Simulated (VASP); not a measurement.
# Ba (Im-3m) in VASP: a series of runs

The runs below take Ba through single point, with PBE, RPBE.

All numbers are computed with VASP 6.6.1; they aren't measurements. Logs are shortened: lines on timing, memory, paths and dates and some standing lists are left out, and cuts for length are marked.

**1. The cell of the first run**

It takes space group Im-3m (No. 229, cubic). The conventional cell has a = 4.945 Å, b = 4.945 Å, c = 4.945 Å, α = 90.00°, β = 90.00°, γ = 90.00°. Within 5.6 Å of Ba (site symmetry m-3m) lie 14 Ba at 4.28 to 4.95 Å.

**2. Single point, PBE**

File INCAR:

```
PREC = Accurate
ENCUT = 520
EDIFF = 1E-6
ISMEAR = -5
SIGMA = 0.05
LREAL = False
LASPH = True
NELM = 80
ALGO = Normal
ISIF = 2
LWAVE = False
LCHARG = False
GGA = PE
NBANDS = 11
```

File KPOINTS:

```
Automatic mesh
0
Gamma
  8 8 8
```

File POSCAR:

```
Ba
1.0
    4.2827107878      0.0000000000      0.0000000000
   -1.4275702623      4.0377784533      0.0000000000
   -1.4275702623     -2.0188892260      3.4968187159
Ba
1
Direct
    0.0000000000      0.0000000000      0.0000000000
```

Potentials or basis: VASP PAW PBE potentials, release 64 (Ba_sv).

Command:

```bash
> cat potpaw_PBE.64/Ba_sv/POTCAR > POTCAR
> mpirun -np 1 vasp_std > vasp.out
```

OUTCAR:

```text
PREC = Accurate
   ENCUT = 520
   EDIFF = 1E-6
   ISMEAR = -5
   LREAL = False
   LASPH = True
   NELM = 80
   ISIF = 2
   GGA = PE

 ion  position               nearest neighbor table
   1  0.000  0.000  0.000-

  LATTYP: Found a body centered cubic cell.
 ALAT       =     4.9452484525

  Lattice vectors:

 A1 = (   4.2827107878,   0.0000000000,   0.0000000000)
 A2 = (  -1.4275702623,   4.0377784533,   0.0000000000)
 A3 = (  -1.4275702623,  -2.0188892260,   3.4968187159)

Analysis of symmetry for initial positions (statically):
=====================================================================
 Subroutine PRICEL returns:
 Original cell was already a primitive cell.

 Routine SETGRP: Setting up the symmetry group for a
 body centered cubic supercell.

 Subroutine GETGRP returns: Found 48 space group operations
 (whereof 48 operations were pure point group operations)
 out of a pool of 48 trial point group operations.

The static configuration has the point symmetry O_h .

Analysis of symmetry for dynamics (positions and initial velocities):
=====================================================================
 Subroutine PRICEL returns:
 Original cell was already a primitive cell.

 Routine SETGRP: Setting up the symmetry group for a
 body centered cubic supercell.

 Subroutine GETGRP returns: Found 48 space group operations
 (whereof 48 operations were pure point group operations)
 out of a pool of 48 trial point group operations.

The dynamic configuration has the point symmetry O_h .

 Subroutine INISYM returns: Found 48 space group operations
 (whereof 48 operations are pure point group operations),
 and found     1 'primitive' translations

----------------------------------------------------------------------------------------

                                     Primitive cell

  volume of cell :      60.4692

  direct lattice vectors                    reciprocal lattice vectors
     4.282710788  0.000000000  0.000000000     0.233496972  0.082553646  0.142987109
    -1.427570262  4.037778453  0.000000000     0.000000000  0.247660938  0.142987109
    -1.427570262 -2.018889226  3.496818716     0.000000000  0.000000000  0.285974219

  length of vectors
     4.282710788  4.282710788  4.282710788     0.285974219  0.285974219  0.285974219

  position of ions in fractional coordinates (direct lattice)
     0.000000000  0.000000000  0.000000000

  ion indices of the primitive-cell ions
   primitive index   ion index
                 1           1

----------------------------------------------------------------------------------------

 KPOINTS: Automatic mesh

Automatic generation of k-mesh.
 Grid dimensions read from file:
 generate k-points for:    8    8    8

 Generating k-lattice:

  Cartesian coordinates                     Fractional coordinates (reciprocal lattice)
     0.029187121  0.010319206  0.017873389     0.125000000 -0.000000000  0.000000000
     0.000000000  0.030957617  0.017873389     0.000000000  0.125000000  0.000000000
     0.000000000  0.000000000  0.035746777     0.000000000  0.000000000  0.125000000

  Length of vectors
     0.035746777  0.035746777  0.035746777

  Shift w.r.t. Gamma in fractional coordinates (k-lattice)
     0.000000000  0.000000000  0.000000000

 TETIRR: Found    513 inequivalent tetrahedra from     3072

 Subroutine IBZKPT returns following result:
 ===========================================

 Found     29 irreducible k-points:

 Following reciprocal coordinates:
            Coordinates               Weight
  0.000000  0.000000  0.000000      1.000000
  0.125000 -0.000000 -0.000000     12.000000
  0.250000 -0.000000 -0.000000     12.000000
  0.375000 -0.000000  0.000000     12.000000
  0.500000 -0.000000 -0.000000      6.000000
  0.125000  0.125000 -0.000000     24.000000
[... 16 lines left out ...]
 -0.250000  0.250000  0.250000      6.000000
 -0.375000  0.375000  0.250000     24.000000
 [... further k-points ...]
   k-points           NKPTS =     29   k-points in BZ     NKDIM =     29   number of bands    NBANDS=     11
   number of dos      NEDOS =    301   number of ions     NIONS =      1
   total plane-waves  NPLWV =  32768
   dimension x,y,z NGX =    32 NGY =   32 NGZ =   32
   dimension x,y,z NGXF=    64 NGYF=   64 NGZF=   64
   ions per type =               1
   NGX,Y,Z   is equivalent  to a cutoff of  12.42, 12.42, 12.42 a.u.
   NGXF,Y,Z  is equivalent  to a cutoff of  24.84, 24.84, 24.84 a.u.
 SYSTEM =  unknown system
   PREC   = accura    normal or accurate (medium, high low for compatibility)
   ISTART =      0    job   : 0-new  1-cont  2-samecut
   ICHARG =      2    charge: 1-file 2-atom 10-const
   ISPIN  =      1    spin polarized calculation?
   LNONCOLLINEAR =      F non collinear calculations
   LSORBIT =      F    spin-orbit coupling
   LASPH  =      T    aspherical Exc in radial PAW
   ENCUT  =  520.0 eV  38.22 Ry    6.18 a.u.   7.96  7.96  7.96*2*pi/ulx,y,z
   NELM   =     80;   NELMIN=  2; NELMDL= -5     # of ELM steps
   EDIFF  = 0.1E-05   stopping-criterion for ELM
   LREAL  =      F    real-space projection
   EDIFFG = 0.1E-04   stopping-criterion for IOM
   NSW    =      0    number of steps for IOM
   IBRION =     -1    ionic relax: 0-MD 1-quasi-New 2-CG
   NFREE  =      0    steps in history (QN), initial steepest desc. (CG)
   ISIF   =      2    stress and relaxation
   ISYM   =      2    0-nonsym 1-usesym 2-fastsym
   POTIM  = 0.5000    time-step for ionic-motion
   TEBEG  =    0.0;   TEEND  =   0.0 temperature during run
   PSTRESS=    0.0 pullay stress
   NELECT =      10.0000    total number of electrons
   NUPDOWN=      -1.0000    fix difference up-down
   EMIN   =  10.00;   EMAX   =-10.00  energy-range for DOS
   EFERMI =   0.00;   METHOD = LEGACY
   ISMEAR =    -5;   SIGMA  =   0.05  broadening in eV -4-tet -1-fermi 0-gaus
   EFERMI_NEDOS =   21; number of points for ismear=-14 and -15
   IALGO  =     38    algorithm
   IMIX   =      4    mixing-type and parameters
     AMIX     =   0.40;   BMIX     =  1.00
     AMIX_MAG =   1.60;   BMIX_MAG =  1.00
  volume/ion in A,a.u.               =      60.47       408.07
  Fermi-wavevector in a.u.,A,eV,Ry     =   0.898594  1.698096 10.986306  0.807471
  Thomas-Fermi vector in A             =   2.021322
   LORBIT       =      0    0 simple, 1 ext, 2 COOP (PROOUT), +10 PAW based schemes
   GGA     = PE    functional components
   LHFCALC =     F    Hartree Fock is set to
   AEXX    =    0.0000 exact exchange contribution
   IVDW    =     0    specifies the selected vdW correction
   LEPSILON=     F    determine dielectric tensor
   LRPA    =     F    only Hartree local field effects (RPA)
 non-spin polarized calculation
 Fermi weights with tetrahedron method with Bloechl corrections
  energy-cutoff  :      520.00
  volume of cell :       60.47
 maximum number of plane-waves:      1647
   NGX = 15   NGY = 15   NGZ = 15

 number of electron      10.0000000 magnetization

 number of electron       9.9999999 magnetization

 Free energy of the ion-electron system (eV)
  ---------------------------------------------------
  ext. energy  EPLUGINS =         0.00000000
  ---------------------------------------------------
  free energy    TOTEN  =        -1.90566895 eV

  energy without entropy =       -1.90566895  energy(sigma->0) =       -1.90566895

 E-fermi :   1.7337     XC(G=0):  -7.5417

 val. band max:        1.6644521534   @ k =  -0.3750   0.5000   0.2500
 cond. band min:       1.6727797612   @ k =  -0.3750   0.5000   0.2500
 fundamental gap:      0.0083276079
 Fermi energy:         1.7337445984

 k-point     1 :       0.0000    0.0000    0.0000
  band No.  band energies     occupation
      1     -27.0310      2.00000
      2     -11.9555      2.00000
      3     -11.9555      2.00000
      4     -11.9555      2.00000
      5      -0.9866      2.00000
      6       3.6590      0.00000
      7       3.6590      0.00000
      8       3.6590      0.00000
      9       5.1201      0.00000
     10       5.1201      0.00000
     11       8.8380      0.00000

 k-point     2 :       0.1250   -0.0000   -0.0000
  band No.  band energies     occupation
      1     -27.0235      2.00000
      2     -12.0381      2.00000
      3     -11.9807      2.00000
      4     -11.9561      2.00000
      5      -0.6857      2.00000
      6       3.4225      0.00000
      7       3.4991      0.00000
      8       3.9706      0.00000
      9       4.8180      0.00000
     10       5.1051      0.00000
     11       9.1613      0.00000

 k-point     3 :       0.2500   -0.0000   -0.0000
  band No.  band energies     occupation
      1     -27.0052      2.00000
      2     -12.2287      2.00000
      3     -12.0406      2.00000
      4     -11.9576      2.00000
      5       0.0621      2.00000
      6       2.9641      0.00000
      7       2.9719      0.00000
      8       4.8684      0.00000
      9       4.8695      0.00000
     10       5.1778      0.00000
     11       9.2189      0.00000

 k-point     4 :       0.3750   -0.0000    0.0000
  band No.  band energies     occupation
      1     -26.9867      2.00000
      2     -12.4084      2.00000
      3     -12.0990      2.00000
      4     -11.9591      2.00000
      5       0.7201      2.00000
      6       2.6007      0.00000
      7       2.8568      0.00000
      8       5.1254      0.00000
      9       5.4559      0.00000
     10       6.2089      0.00000
     11       8.1587      0.00000
[... 239 lines left out ...]
 k-point    22 :       0.2500    0.2500    0.2500
  band No.  band energies     occupation
      1     -26.9755      2.00000
      2     -12.2202      2.00000
      3     -12.2202      2.00000
      4     -12.2202      2.00000
      5       2.3420     -0.25610
      6       2.3420      0.00000
      7       2.3420      0.00000
      8       5.8124      0.00000
      9       5.8126      0.00000
     10       5.8126      0.00000
     11       8.8162      0.00000

 k-point    23 :      -0.2500    0.2500    0.2500
  band No.  band energies     occupation
      1     -26.9827      2.00000
      2     -12.2395      2.00000
      3     -12.1329      2.00000
      4     -12.1329      2.00000
      5       0.9262      2.00000
      6       2.5220     -0.02926
      7       3.7146      0.00000
      8       3.7146      0.00000
      9       4.8205      0.00000
     10       5.5599      0.00000
     11       8.9687      0.00000

 k-point    24 :      -0.3750    0.3750    0.2500
  band No.  band energies     occupation
      1     -26.9667      2.00000
      2     -12.3460      2.00000
      3     -12.1962      2.00000
      4     -12.1492      2.00000
      5       1.4587      2.00226
      6       1.9952     -0.00625
      7       3.7191      0.00000
      8       3.9573      0.00000
      9       5.4938      0.00000
     10       5.8864      0.00000
     11       9.2120      0.00000

 [... further k-points ...]
[... 5 lines left out ...]
  --------------------------------------------------------------------------------------
  -------------------------------------------------------------------------------------
  Total        0.2106680      0.2106680      0.2106680      0.0000000      0.0000000      0.0000000
  in kB        5.5818066      5.5818066      5.5818066      0.0000000      0.0000000      0.0000000
  external PRESSURE =       5.5818066 kB  Pullay stress =       0.0000000 kB

 VOLUME and BASIS-vectors are now :
 -----------------------------------------------------------------------------
  energy-cutoff  :      520.00
  volume of cell :       60.47
      direct lattice vectors                 reciprocal lattice vectors
     4.282710788  0.000000000  0.000000000     0.233496972  0.082553646  0.142987109
    -1.427570262  4.037778453  0.000000000     0.000000000  0.247660938  0.142987109
    -1.427570262 -2.018889226  3.496818716     0.000000000  0.000000000  0.285974219

 POSITION                                       TOTAL-FORCE (eV/Angst)
 -----------------------------------------------------------------------------------
      0.00000      0.00000      0.00000         0.000000      0.000000      0.000000
 -----------------------------------------------------------------------------------
    total drift:                               -0.000000     -0.000000      0.000000

  FREE ENERGIE OF THE ION-ELECTRON SYSTEM (eV)
  ---------------------------------------------------
  free  energy   TOTEN  =        -1.9056689533 eV

  energy  without entropy=       -1.9056689533  energy(sigma->0) =       -1.90566895
```

Wall time 15 s (1 thread of Intel Xeon 8259CL, shared host); peak memory 0.18 GiB.

What came out:

```
Free energy            : -1.9057 eV
Pressure               : 0.6 GPa
Band gap on the k mesh : zero (band 5 reaches 2.34 eV, above the bottom of band 6 at 1.18 eV)
```

Levels at points of the mesh, in eV from the Fermi level:
| k point | band 3 | band 4 | band 5 | band 6 | band 7 | band 8 |
| --- | --- | --- | --- | --- | --- | --- |
| (0.00, 0.00, 0.00) | -13.69 | -13.69 | -2.72 | 1.93 | 1.93 | 1.93 |
| (0.50, 0.00, 0.00) | -13.86 | -13.69 | -0.87 | 0.73 | 1.43 | 3.37 |
| (0.50, 0.50, 0.50) | -14.05 | -14.05 | -0.55 | -0.55 | 4.61 | 4.61 |

Caveat: spin-orbit coupling is left out, which moves the levels of the heavy elements; tetrahedron occupations give inexact forces and stress in metals.

(Continued in part 2 of 2.)
